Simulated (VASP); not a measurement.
# CO in VASP: single point with PBE

Aim: the single point of CO with PBE.

Program: VASP 6.6.1. These are calculated values, not measurements. Logs are shortened: lines on timing, memory, paths and dates and some standing lists are left out, and cuts for length are marked.

### 1 The cell of the first run

The cell holds a molecule in a box, 2 atoms: a = 15.000 Å, b = 15.500 Å, c = 16.000 Å, α = 90.00°, β = 90.00°, γ = 90.00°.

### 2 Single point, PBE

The input, INCAR:

```
SYSTEM = CO
PREC = Accurate
ENCUT = 520
EDIFF = 1E-6
ISMEAR = 0
SIGMA = 0.005
LREAL = .FALSE.
LASPH = .TRUE.
NELM = 100
ALGO = Normal
ISIF = 2
LWAVE = .FALSE.
LCHARG = .FALSE.
GGA = PE
NBANDS = 12
ISYM = 0
```

The input, KPOINTS:

```
regular mesh
0
G
  1 1 1
  0 0 0
```

The input, POSCAR:

```
CO
1.0
   15.0000000000      0.0000000000      0.0000000000
    0.0000000000     15.5000000000      0.0000000000
    0.0000000000      0.0000000000     16.0000000000
C O
1 1
Direct
    0.5018288965      0.4990307545      0.4645799042
    0.4981711035      0.5009692455      0.5354200958
```

Potentials or basis: VASP PAW PBE potentials, release 64 (C, O).

Started as:

```
$ cat potpaw_PBE.64/C/POTCAR potpaw_PBE.64/O/POTCAR > POTCAR
$ mpirun -np 1 vasp_gam > vasp.out
```

OUTCAR:

```text
SYSTEM = CO
   PREC = Accurate
   ENCUT = 520
   EDIFF = 1E-6
   ISMEAR = 0
   LREAL = .FALSE.
   LASPH = .TRUE.
   NELM = 100
   ISIF = 2
   GGA = PE
   ISYM = 0

 ion  position               nearest neighbor table
   1  0.502  0.499  0.465-   2 1.14
   2  0.498  0.501  0.535-   1 1.14

IMPORTANT INFORMATION: All symmetrisations will be switched off!
NOSYMM: (Re-)initialisation of all symmetry stuff for point group C_1.

----------------------------------------------------------------------------------------

                                     Primitive cell

  volume of cell :    3720.0000

  direct lattice vectors                    reciprocal lattice vectors
    15.000000000  0.000000000  0.000000000     0.066666667  0.000000000  0.000000000
     0.000000000 15.500000000  0.000000000     0.000000000  0.064516129  0.000000000
     0.000000000  0.000000000 16.000000000     0.000000000  0.000000000  0.062500000

  length of vectors
    15.000000000 15.500000000 16.000000000     0.066666667  0.064516129  0.062500000

  position of ions in fractional coordinates (direct lattice)
     0.501828897  0.499030754  0.464579904
     0.498171103  0.500969246  0.535420096

  ion indices of the primitive-cell ions
   primitive index   ion index
                 1           1
                 2           2

----------------------------------------------------------------------------------------

 KPOINTS: regular mesh

Automatic generation of k-mesh.
 Grid dimensions read from file:
 generate k-points for:    1    1    1

 Generating k-lattice:

  Cartesian coordinates                     Fractional coordinates (reciprocal lattice)
     0.066666667  0.000000000  0.000000000     1.000000000  0.000000000  0.000000000
     0.000000000  0.064516129  0.000000000     0.000000000  1.000000000  0.000000000
     0.000000000  0.000000000  0.062500000     0.000000000  0.000000000  1.000000000

  Length of vectors
     0.066666667  0.064516129  0.062500000

  Shift w.r.t. Gamma in fractional coordinates (k-lattice)
     0.000000000  0.000000000  0.000000000

 Subroutine IBZKPT returns following result:
 ===========================================

 Found      1 irreducible k-points:

 Following reciprocal coordinates:
            Coordinates               Weight
  0.000000  0.000000  0.000000      1.000000
   k-points           NKPTS =      1   k-points in BZ     NKDIM =      1   number of bands    NBANDS=     12
   number of dos      NEDOS =    301   number of ions     NIONS =      2
   total plane-waves  NPLWV = ******
   dimension x,y,z NGX =   112 NGY =  120 NGZ =  120
   dimension x,y,z NGXF=   224 NGYF=  240 NGZF=  240
   ions per type =               1   1
   NGX,Y,Z   is equivalent  to a cutoff of  12.41, 12.87, 12.47 a.u.
   NGXF,Y,Z  is equivalent  to a cutoff of  24.83, 25.74, 24.94 a.u.
 SYSTEM =  CO
   PREC   = accura    normal or accurate (medium, high low for compatibility)
   ISTART =      0    job   : 0-new  1-cont  2-samecut
   ICHARG =      2    charge: 1-file 2-atom 10-const
   ISPIN  =      1    spin polarized calculation?
   LNONCOLLINEAR =      F non collinear calculations
   LSORBIT =      F    spin-orbit coupling
   LASPH  =      T    aspherical Exc in radial PAW
   ENCUT  =  520.0 eV  38.22 Ry    6.18 a.u.  27.89 28.82 29.75*2*pi/ulx,y,z
   NELM   =    100;   NELMIN=  2; NELMDL= -5     # of ELM steps
   EDIFF  = 0.1E-05   stopping-criterion for ELM
   LREAL  =      F    real-space projection
   EDIFFG = 0.1E-04   stopping-criterion for IOM
   NSW    =      0    number of steps for IOM
   IBRION =     -1    ionic relax: 0-MD 1-quasi-New 2-CG
   NFREE  =      0    steps in history (QN), initial steepest desc. (CG)
   ISIF   =      2    stress and relaxation
   ISYM   =      0    0-nonsym 1-usesym 2-fastsym
   POTIM  = 0.5000    time-step for ionic-motion
   TEBEG  =    0.0;   TEEND  =   0.0 temperature during run
   PSTRESS=    0.0 pullay stress
   NELECT =      10.0000    total number of electrons
   NUPDOWN=      -1.0000    fix difference up-down
   EMIN   =  10.00;   EMAX   =-10.00  energy-range for DOS
   EFERMI =   0.00;   METHOD = LEGACY
   ISMEAR =     0;   SIGMA  =   0.01  broadening in eV -4-tet -1-fermi 0-gaus
   EFERMI_NEDOS =   21; number of points for ismear=-14 and -15
   IALGO  =     38    algorithm
   IMIX   =      4    mixing-type and parameters
     AMIX     =   0.40;   BMIX     =  1.00
     AMIX_MAG =   1.60;   BMIX_MAG =  1.00
  volume/ion in A,a.u.               =    1860.00     12551.90
  Fermi-wavevector in a.u.,A,eV,Ry     =   0.227629  0.430156  0.704984  0.051815
  Thomas-Fermi vector in A             =   1.017343
   LORBIT       =      0    0 simple, 1 ext, 2 COOP (PROOUT), +10 PAW based schemes
   GGA     = PE    functional components
   LHFCALC =     F    Hartree Fock is set to
   AEXX    =    0.0000 exact exchange contribution
   IVDW    =     0    specifies the selected vdW correction
   LEPSILON=     F    determine dielectric tensor
   LRPA    =     F    only Hartree local field effects (RPA)
 non-spin polarized calculation
 Gauss-broadening in eV      SIGMA  =   0.01
  energy-cutoff  :      520.00
  volume of cell :     3720.00
 maximum number of plane-waves:     50071
 NGX is ok and might be reduce to   112
   NGX = 55   NGY = 57   NGZ = 59

 number of electron      10.0000007 magnetization

 Free energy of the ion-electron system (eV)
  ---------------------------------------------------
  ext. energy  EPLUGINS =         0.00000000
  ---------------------------------------------------
  free energy    TOTEN  =       -14.78798459 eV

  energy without entropy =      -14.78798459  energy(sigma->0) =      -14.78798459

 E-fermi :  -8.9661     XC(G=0):  -0.1902

 val. band max:       -9.0220025793   @ k =   0.0000   0.0000   0.0000
 cond. band min:      -2.0509974738   @ k =   0.0000   0.0000   0.0000
 fundamental gap:      6.9710051054
 Fermi energy:        -8.9660974724

 k-point     1 :       0.0000    0.0000    0.0000
  band No.  band energies     occupation
      1     -29.3498      2.00000
      2     -14.0236      2.00000
      3     -11.7853      2.00000
      4     -11.7853      2.00000
      5      -9.0220      2.00000
      6      -2.0510      0.00000
      7      -2.0510      0.00000
      8      -0.1350      0.00000
      9       0.3581      0.00000
     10       0.4792      0.00000
     11       0.5196      0.00000
     12       0.5603      0.00000

------------------------ aborting loop because EDIFF is reached ----------------------------------------

  FORCE on cell =-STRESS in cart. coord.  units (eV):
  Direction    XX          YY          ZZ          XY          YZ          ZX
  --------------------------------------------------------------------------------------
  -------------------------------------------------------------------------------------
  Total       -0.0351566     -0.0370731      1.0179112     -0.0012408      0.0279297     -0.0510890
  in kB       -0.0151417     -0.0159671      0.4384070     -0.0005344      0.0120291     -0.0220037
  external PRESSURE =       0.1357661 kB  Pullay stress =       0.0000000 kB

 VOLUME and BASIS-vectors are now :
 -----------------------------------------------------------------------------
  energy-cutoff  :      520.00
  volume of cell :     3720.00
      direct lattice vectors                 reciprocal lattice vectors
    15.000000000  0.000000000  0.000000000     0.066666667  0.000000000  0.000000000
     0.000000000 15.500000000  0.000000000     0.000000000  0.064516129  0.000000000
     0.000000000  0.000000000 16.000000000     0.000000000  0.000000000  0.062500000

 POSITION                                       TOTAL-FORCE (eV/Angst)
 -----------------------------------------------------------------------------------
      7.52743      7.73498      7.43328         0.045923     -0.024756     -0.944403
      7.47257      7.76502      8.56672        -0.045923      0.024756      0.944403
 -----------------------------------------------------------------------------------
    total drift:                               -0.000508     -0.000380      0.001130

  FREE ENERGIE OF THE ION-ELECTRON SYSTEM (eV)
  ---------------------------------------------------
  free  energy   TOTEN  =       -14.7879845872 eV

  energy  without entropy=      -14.7879845872  energy(sigma->0) =      -14.78798459
```

It took 5 min on 1 thread of AMD EPYC 7R13 (Zen 3), shared host; peak memory 2.1 GiB.

What came out:

| Quantity | Value |
| --- | --- |
| Free energy | -14.7880 eV |
| Largest force | 0.946 eV/Å |
| Gap between the frontier levels | 6.97 eV |

Forces in eV/Å, atoms in the order of the input:
```
C    0.046 -0.025 -0.944
O   -0.046  0.025  0.944
```
